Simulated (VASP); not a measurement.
# AgI (P6_3mc) in VASP: notebook

Runs on AgI. Level: LDA. Tasks: single point, relaxation of cell and atoms.

Program: VASP 6.6.1. These are calculated values, not measurements. Logs are shortened: lines on timing, memory, paths and dates and some standing lists are left out, and cuts for length are marked.

### 1 The cell of the first run

It takes space group P6_3mc (No. 186, hexagonal). Conventional cell: a = 4.485 Å, b = 4.485 Å, c = 7.341 Å, α = 90.00°, β = 90.00°, γ = 120.00°. Within 3.6 Å of Ag (site symmetry 3m) lie 4 I at 2.75 Å. Within 3.6 Å of I (site symmetry 3m) lie 4 Ag at 2.75 Å.

### 2 Single point, LDA

Input file INCAR:

```
PREC = Accurate
ENCUT = 500
EDIFF = 1E-6
ISMEAR = -1
SIGMA = 0.05
LREAL = F
LASPH = T
NELM = 120
ALGO = Normal
ISIF = 2
LWAVE = F
LCHARG = F
NBANDS = 26
GGA_COMPAT = F
```

Input file KPOINTS:

```
Automatic mesh
0
Gamma
  8 8 4
```

Input file POSCAR:

```
AgI
1.0
    4.4849896914      0.0000000000      0.0000000000
   -2.2424948457      3.8841150085      0.0000000000
    0.0000000000      0.0000000000      7.3405745134
Ag I
2 2
Direct
    0.6666666667      0.3333333333      0.6277265145
    0.3333333333      0.6666666667      0.1277265145
    0.6666666667      0.3333333333      0.0022734855
    0.3333333333      0.6666666667      0.5022734855
```

Potentials or basis: VASP PAW LDA potentials, release 64 (Ag, I).

On the command line:

```bash
> cat potpaw_LDA.64/Ag/POTCAR potpaw_LDA.64/I/POTCAR > POTCAR
> mpirun -np 1 vasp_std > vasp.out
```

OUTCAR:

```text
PREC = Accurate
   ENCUT = 500
   EDIFF = 1E-6
   ISMEAR = -1
   LREAL = F
   LASPH = T
   NELM = 120
   ISIF = 2

 ion  position               nearest neighbor table
   1  0.667  0.333  0.628-   4 2.75   4 2.75   4 2.75   3 2.75
   2  0.333  0.667  0.128-   3 2.75   3 2.75   3 2.75   4 2.75
   3  0.667  0.333  0.002-   2 2.75   2 2.75   2 2.75   1 2.75
   4  0.333  0.667  0.502-   1 2.75   1 2.75   1 2.75   2 2.75

  LATTYP: Found a hexagonal cell.
 ALAT       =     4.4849896914
 C/A-ratio  =     1.6366981907

  Lattice vectors:

 A1 = (   4.4849896914,   0.0000000000,   0.0000000000)
 A2 = (  -2.2424948457,   3.8841150085,   0.0000000000)
 A3 = (   0.0000000000,   0.0000000000,   7.3405745134)

Analysis of symmetry for initial positions (statically):
=====================================================================
 Subroutine PRICEL returns:
 Original cell was already a primitive cell.

 Routine SETGRP: Setting up the symmetry group for a
 hexagonal supercell.

 Subroutine GETGRP returns: Found 12 space group operations
 (whereof  6 operations were pure point group operations)
 out of a pool of 24 trial point group operations.

The static configuration has the point symmetry C_3v.
 The point group associated with its full space group is C_6v.

Analysis of symmetry for dynamics (positions and initial velocities):
=====================================================================
 Subroutine PRICEL returns:
 Original cell was already a primitive cell.

 Routine SETGRP: Setting up the symmetry group for a
 hexagonal supercell.

 Subroutine GETGRP returns: Found 12 space group operations
 (whereof  6 operations were pure point group operations)
 out of a pool of 24 trial point group operations.

The dynamic configuration has the point symmetry C_3v.
 The point group associated with its full space group is C_6v.

 Subroutine INISYM returns: Found 12 space group operations
 (whereof  6 operations are pure point group operations),
 and found     1 'primitive' translations

----------------------------------------------------------------------------------------

                                     Primitive cell

  volume of cell :     127.8744

  direct lattice vectors                    reciprocal lattice vectors
     4.484989691  0.000000000  0.000000000     0.222965953  0.128729453  0.000000000
    -2.242494846  3.884115008  0.000000000     0.000000000  0.257458906  0.000000000
     0.000000000  0.000000000  7.340574513     0.000000000  0.000000000  0.136229119

  length of vectors
     4.484989691  4.484989691  7.340574513     0.257458906  0.257458906  0.136229119

  position of ions in fractional coordinates (direct lattice)
     0.666666667  0.333333333  0.627726514
     0.333333333  0.666666667  0.127726514
     0.666666667  0.333333333  0.002273485
     0.333333333  0.666666667  0.502273485

  ion indices of the primitive-cell ions
   primitive index   ion index
                 1           1
                 2           2
                 3           3
                 4           4

----------------------------------------------------------------------------------------

 KPOINTS: Automatic mesh

Automatic generation of k-mesh.
 Grid dimensions read from file:
 generate k-points for:    8    8    4

 Generating k-lattice:

  Cartesian coordinates                     Fractional coordinates (reciprocal lattice)
     0.027870744  0.016091182  0.000000000     0.125000000  0.000000000  0.000000000
     0.000000000  0.032182363  0.000000000     0.000000000  0.125000000  0.000000000
     0.000000000  0.000000000  0.034057280     0.000000000  0.000000000  0.250000000

  Length of vectors
     0.032182363  0.032182363  0.034057280

  Shift w.r.t. Gamma in fractional coordinates (k-lattice)
     0.000000000  0.000000000  0.000000000

 Subroutine IBZKPT returns following result:
 ===========================================

 Found     30 irreducible k-points:

 Following reciprocal coordinates:
            Coordinates               Weight
  0.000000  0.000000  0.000000      1.000000
  0.125000  0.000000  0.000000      6.000000
  0.250000  0.000000  0.000000      6.000000
  0.375000  0.000000  0.000000      6.000000
  0.500000  0.000000  0.000000      3.000000
  0.125000  0.125000  0.000000      6.000000
[... 16 lines left out ...]
  0.250000  0.000000  0.500000      6.000000
  0.375000  0.000000  0.500000      6.000000
 [... further k-points ...]
   k-points           NKPTS =     30   k-points in BZ     NKDIM =     30   number of bands    NBANDS=     26
   number of dos      NEDOS =    301   number of ions     NIONS =      4
   total plane-waves  NPLWV =  69984
   dimension x,y,z NGX =    36 NGY =   36 NGZ =   54
   dimension x,y,z NGXF=    72 NGYF=   72 NGZF=  108
   ions per type =               2   2
   NGX,Y,Z   is equivalent  to a cutoff of  13.34, 13.34, 12.23 a.u.
   NGXF,Y,Z  is equivalent  to a cutoff of  26.69, 26.69, 24.46 a.u.
 SYSTEM =  unknown system
   PREC   = accura    normal or accurate (medium, high low for compatibility)
   ISTART =      0    job   : 0-new  1-cont  2-samecut
   ICHARG =      2    charge: 1-file 2-atom 10-const
   ISPIN  =      1    spin polarized calculation?
   LNONCOLLINEAR =      F non collinear calculations
   LSORBIT =      F    spin-orbit coupling
   LASPH  =      T    aspherical Exc in radial PAW
   ENCUT  =  500.0 eV  36.75 Ry    6.06 a.u.   8.18  8.18 13.38*2*pi/ulx,y,z
   NELM   =    120;   NELMIN=  2; NELMDL= -5     # of ELM steps
   EDIFF  = 0.1E-05   stopping-criterion for ELM
   LREAL  =      F    real-space projection
   EDIFFG = 0.1E-04   stopping-criterion for IOM
   NSW    =      0    number of steps for IOM
   IBRION =     -1    ionic relax: 0-MD 1-quasi-New 2-CG
   NFREE  =      0    steps in history (QN), initial steepest desc. (CG)
   ISIF   =      2    stress and relaxation
   ISYM   =      2    0-nonsym 1-usesym 2-fastsym
   POTIM  = 0.5000    time-step for ionic-motion
   TEBEG  =    0.0;   TEEND  =   0.0 temperature during run
   PSTRESS=    0.0 pullay stress
   NELECT =      36.0000    total number of electrons
   NUPDOWN=      -1.0000    fix difference up-down
   EMIN   =  10.00;   EMAX   =-10.00  energy-range for DOS
   EFERMI =   0.00;   METHOD = LEGACY
   ISMEAR =    -1;   SIGMA  =   0.05  broadening in eV -4-tet -1-fermi 0-gaus
   EFERMI_NEDOS =   21; number of points for ismear=-14 and -15
   IALGO  =     38    algorithm
   IMIX   =      4    mixing-type and parameters
     AMIX     =   0.40;   BMIX     =  1.00
     AMIX_MAG =   1.60;   BMIX_MAG =  1.00
  volume/ion in A,a.u.               =      31.97       215.73
  Fermi-wavevector in a.u.,A,eV,Ry     =   1.072954  2.027589 15.663441  1.151230
  Thomas-Fermi vector in A             =   2.208739
   LORBIT       =      0    0 simple, 1 ext, 2 COOP (PROOUT), +10 PAW based schemes
   GGA     = CA    functional components
   LHFCALC =     F    Hartree Fock is set to
   AEXX    =    0.0000 exact exchange contribution
   IVDW    =     0    specifies the selected vdW correction
   LEPSILON=     F    determine dielectric tensor
   LRPA    =     F    only Hartree local field effects (RPA)
 non-spin polarized calculation
  energy-cutoff  :      500.00
  volume of cell :      127.87
 maximum number of plane-waves:      3285
 NGX is ok and might be reduce to    36
   NGX = 17   NGY = 17   NGZ = 27

 number of electron      35.9999993 magnetization

 Free energy of the ion-electron system (eV)
  ---------------------------------------------------
  ext. energy  EPLUGINS =         0.00000000
  ---------------------------------------------------
  free energy    TOTEN  =       -12.24677470 eV

  energy without entropy =      -12.24677447  energy(sigma->0) =      -12.24677459

 E-fermi :   4.3118     XC(G=0):  -9.1580

 val. band max:        3.7191555658   @ k =   0.0000   0.0000   0.0000
 cond. band min:       4.8460558253   @ k =   0.0000   0.0000   0.0000
 fundamental gap:      1.1269002595
 Fermi energy:         4.3118473789

 k-point     1 :       0.0000    0.0000    0.0000
  band No.  band energies     occupation
      1      -9.5456      2.00000
      2      -9.1879      2.00000
      3      -0.9630      2.00000
      4      -0.9545      2.00000
      5      -0.9545      2.00000
      6      -0.9539      2.00000
[... 18 lines left out ...]
     25      10.2174      0.00000
     26      10.9896      0.00000

 k-point     2 :       0.1250    0.0000    0.0000
  band No.  band energies     occupation
      1      -9.5016      2.00000
      2      -9.1657      2.00000
      3      -1.0005      2.00000
      4      -0.9336      2.00000
      5      -0.9259      2.00000
      6      -0.8794      2.00000
[... 18 lines left out ...]
     25      10.5570      0.00000
     26      10.6718      0.00000

 k-point     3 :       0.2500    0.0000    0.0000
  band No.  band energies     occupation
      1      -9.3879      2.00000
      2      -9.1154      2.00000
      3      -1.0885      2.00000
      4      -0.9117      2.00000
      5      -0.8602      2.00000
      6      -0.7800      2.00000
[... 18 lines left out ...]
     25      10.6618      0.00000
     26      11.1117      0.00000

 k-point     4 :       0.3750    0.0000    0.0000
  band No.  band energies     occupation
      1      -9.2569      2.00000
      2      -9.0765      2.00000
      3      -1.1299      2.00000
      4      -0.9610      2.00000
      5      -0.8022      2.00000
      6      -0.6567      2.00000
[... 18 lines left out ...]
     25      11.0140      0.00000
     26      11.9614      0.00000
[... 496 lines left out ...]
      1      -9.3377      2.00000
      2      -9.3377      2.00000
      3      -1.1020      2.00000
      4      -1.1020      2.00000
      5      -0.8604      2.00000
      6      -0.8604      2.00000
[... 18 lines left out ...]
     25       9.8471      0.00000
     26       9.8471      0.00000

 k-point    23 :       0.2500    0.0000    0.5000
  band No.  band energies     occupation
      1      -9.2531      2.00000
      2      -9.2531      2.00000
      3      -1.1625      2.00000
      4      -1.1625      2.00000
      5      -0.7687      2.00000
      6      -0.7687      2.00000
[... 18 lines left out ...]
     25      10.4773      0.00000
     26      10.4773      0.00000

 k-point    24 :       0.3750    0.0000    0.5000
  band No.  band energies     occupation
      1      -9.1654      2.00000
      2      -9.1654      2.00000
      3      -1.2161      2.00000
      4      -1.2161      2.00000
      5      -0.6732      2.00000
      6      -0.6732      2.00000
[... 18 lines left out ...]
     25      10.9506      0.00000
     26      10.9506      0.00000

 [... further k-points ...]

------------------------ aborting loop because EDIFF is reached ----------------------------------------

  FORCE on cell =-STRESS in cart. coord.  units (eV):
  Direction    XX          YY          ZZ          XY          YZ          ZX
  --------------------------------------------------------------------------------------
  -------------------------------------------------------------------------------------
  Total        0.0092383      0.0092383      0.0111978      0.0000000      0.0000000      0.0000000
  in kB        0.1157494      0.1157494      0.1403006      0.0000000      0.0000000      0.0000000
  external PRESSURE =       0.1239331 kB  Pullay stress =       0.0000000 kB

 VOLUME and BASIS-vectors are now :
 -----------------------------------------------------------------------------
  energy-cutoff  :      500.00
  volume of cell :      127.87
      direct lattice vectors                 reciprocal lattice vectors
     4.484989691  0.000000000  0.000000000     0.222965953  0.128729453  0.000000000
    -2.242494846  3.884115008  0.000000000     0.000000000  0.257458906  0.000000000
     0.000000000  0.000000000  7.340574513     0.000000000  0.000000000  0.136229119

 POSITION                                       TOTAL-FORCE (eV/Angst)
 -----------------------------------------------------------------------------------
      2.24249      1.29471      4.60787        -0.000000     -0.000000     -0.000338
     -0.00000      2.58941      0.93759         0.000000     -0.000000     -0.000338
      2.24249      1.29471      0.01669         0.000000      0.000000      0.000338
     -0.00000      2.58941      3.68698        -0.000000     -0.000000      0.000338
 -----------------------------------------------------------------------------------
    total drift:                               -0.000000     -0.000000      0.000113

  FREE ENERGIE OF THE ION-ELECTRON SYSTEM (eV)
  ---------------------------------------------------
  free  energy   TOTEN  =       -12.2467747035 eV

  energy  without entropy=      -12.2467744750  energy(sigma->0) =      -12.24677459
```

Run time: 70 s. Hardware: 1 thread of Intel Xeon Platinum 8259CL at 2.50GHz (Skylake/Cascade Lake), shared host; peak memory 0.25 GiB.

Results:

```yaml
Free_energy: -12.2468 eV
Pressure: 0.0 GPa
Band_gap_on_the_k_mesh: 1.13 eV
```

Levels at points of the mesh, in eV from the valence-band top:
```
           k point  band 15  band 16  band 17  band 18  band 19  band 20  band 21  band 22
(0.00, 0.00, 0.00)    -0.83    -0.09     0.00     0.00     1.13     2.41     5.51     5.51
(0.50, 0.00, 0.00)    -2.53    -2.06    -1.23    -0.83     3.19     3.33     4.53     5.84
(0.00, 0.00, 0.50)    -0.43    -0.43    -0.43    -0.43     2.48     2.48     5.45     5.45
(0.50, 0.00, 0.50)    -1.44    -1.44    -1.43    -1.43     3.00     3.00     4.64     4.64
```

Caveat: spin-orbit coupling is left out, which moves the levels of the heavy elements.

### 3 Relaxation of cell and atoms, LDA

This run uses another cell than the first one, of 34.30 Å³/atom.

Input file INCAR:

```
PREC = Accurate ; ENCUT = 500
EDIFF = 1E-7 ; ISMEAR = -1
SIGMA = 0.05 ; LREAL = False
LASPH = True ; NELM = 120
ALGO = Normal ; ISIF = 3
LWAVE = False ; LCHARG = False
GGA = CA ; IBRION = 2
NSW = 100 ; EDIFFG = -0.002
GGA_COMPAT = False ; NELMIN = 4
```

KPOINTS is that of step 2.

Input file POSCAR:

```
AgI
1.0
    4.5900000000      0.0000000000      0.0000000000
   -2.2950000000      3.9750566034      0.0000000000
    0.0000000000      0.0000000000      7.5200000000
Ag I
2 2
Direct
    0.6666666667      0.3333333333      0.6300000000
    0.3333333333      0.6666666667      0.1300000000
    0.6666666667      0.3333333333      0.0000000000
    0.3333333333      0.6666666667      0.5000000000
```

Potentials or basis: VASP PAW LDA potentials, release 64 (Ag, I).

On the command line:

```bash
> cat potpaw_LDA.64/Ag/POTCAR potpaw_LDA.64/I/POTCAR > POTCAR
> mpirun -np 1 vasp_std > vasp.out
```

Run time: 12 min. Hardware: 1 thread of Intel Xeon Platinum 8259CL at 2.50GHz (Skylake/Cascade Lake), shared host; peak memory 0.27 GiB.

It converged, with:

```
Free energy                           : -12.2479 eV
Relaxed volume                        : 31.97 Å³/atom
Relaxed cell                          : a = 4.485 Å, b = 4.485 Å, c = 7.342 Å, α = 90.00°, β = 90.00°, γ = 120.00°
Space group after relaxing (to 0.1 Å) : P6_3mc (No. 186)
Energy gained by relaxing             : 19.4 meV/atom
Ionic steps                           : 21
Pressure after relaxing               : 0.0 GPa
Band gap on the k mesh                : 1.13 eV
```

Step by step:
| step | energy change (eV) | largest force (eV/Å) | pressure (GPa) | volume (Å³) |
| --- | --- | --- | --- | --- |
| 1 | 0.0000 | 0.0770 | -2.39 | 137.21 |
| 2 | -0.0764 | 0.0508 | 0.18 | 127.31 |
| 3 | -0.0766 | 0.0530 | 0.01 | 127.78 |
| 4 | -0.0766 | 0.0521 | 0.09 | 127.60 |
| 5 | -0.0771 | 0.0167 | 0.07 | 127.62 |
| 6 | -0.0771 | 0.0118 | 0.07 | 127.62 |
| 7 | -0.0773 | 0.0121 | -0.02 | 127.89 |
| 8 | -0.0773 | 0.0122 | -0.02 | 127.95 |
| 9 | -0.0773 | 0.0123 | -0.05 | 128.06 |
| 10 | -0.0773 | 0.0128 | -0.07 | 128.07 |
| 11 | -0.0775 | 0.0140 | -0.07 | 128.08 |
| 12 | -0.0776 | 0.0060 | 0.02 | 127.82 |
| 13 | -0.0776 | 0.0058 | 0.02 | 127.82 |
| 14 | -0.0776 | 0.0026 | 0.01 | 127.85 |
| 15 | -0.0776 | 0.0005 | 0.00 | 127.87 |
| 16 | -0.0776 | 0.0007 | -0.01 | 127.89 |
| 17 | -0.0776 | 0.0011 | -0.02 | 127.94 |
| 18 | -0.0776 | 0.0015 | -0.01 | 127.90 |
| 19 | -0.0776 | 0.0020 | 0.00 | 127.84 |
| 20 | -0.0776 | 0.0018 | 0.01 | 127.86 |
| 21 | -0.0776 | 0.0016 | 0.00 | 127.88 |

Final structure:
```xyz
4
Lattice="4.4848 0.0000 0.0000 -2.2424 3.8839 0.0000 0.0000 0.0000 7.3416" Properties=species:S:1:pos:R:3 pbc="T T T"
Ag    2.2424    1.2946    4.6089
Ag    0.0000    2.5893    0.9381
I     2.2424    1.2946    0.0163
I     0.0000    2.5893    3.6871
```

Levels at points of the mesh, in eV from the valence-band top:
| k point | band 16 | band 17 | band 18 | band 19 | band 20 | band 21 |
| --- | --- | --- | --- | --- | --- | --- |
| (0.00, 0.00, 0.00) | -0.09 | 0.00 | 0.00 | 1.13 | 2.41 | 5.51 |
| (0.50, 0.00, 0.00) | -2.06 | -1.23 | -0.83 | 3.19 | 3.33 | 4.53 |
| (0.00, 0.00, 0.50) | -0.43 | -0.43 | -0.43 | 2.48 | 2.48 | 5.45 |
| (0.50, 0.00, 0.50) | -1.44 | -1.43 | -1.43 | 3.00 | 3.00 | 4.64 |

Caveat: spin-orbit coupling is left out, which moves the levels of the heavy elements.
